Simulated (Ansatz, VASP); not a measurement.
CdF2: VASP beside Ansatz

```
Cd F
1.0
     0.00000    2.69400    2.69400
     2.69400    0.00000    2.69400
     2.69400    2.69400    0.00000
Cd F
1 2
Direct
  0.77728 0.00000 0.00000
  0.25000 0.25000 0.25000
  0.75000 0.75000 0.75000
```

Alike in both runs: task single point; functional LDA; k mesh 8 × 8 × 8; occupations gaussian, width 0.05 eV; no spin polarisation.

|  | VASP | Ansatz |
| --- | --- | --- |
| version | VASP 6.6.1 | Ansatz 0.2.0 |
| potentials or method | VASP PAW LDA potentials, release 64 (Cd_sv_GW, F), cutoff 600 eV | scalar-relativistic, plane waves, PAW |
| valence electrons in the cell | 34 | 34 |

|  | VASP | Ansatz | Ansatz less VASP |
| --- | --- | --- | --- |
| gap on the k mesh at the Fermi level (eV) | 1.68 | 1.68 | -0.004 |
| least direct gap on the mesh (eV) | 2.77 | 2.76 | -0.007 |
| rms of the force components (eV/Å) | 7.323 | 7.167 | -0.1568 |

LDA's correlation is that of Perdew and Zunger in VASP and of Perdew and Wang (1992) in Ansatz. Atom by atom the forces differ by 0.157 eV/Å (rms over components).
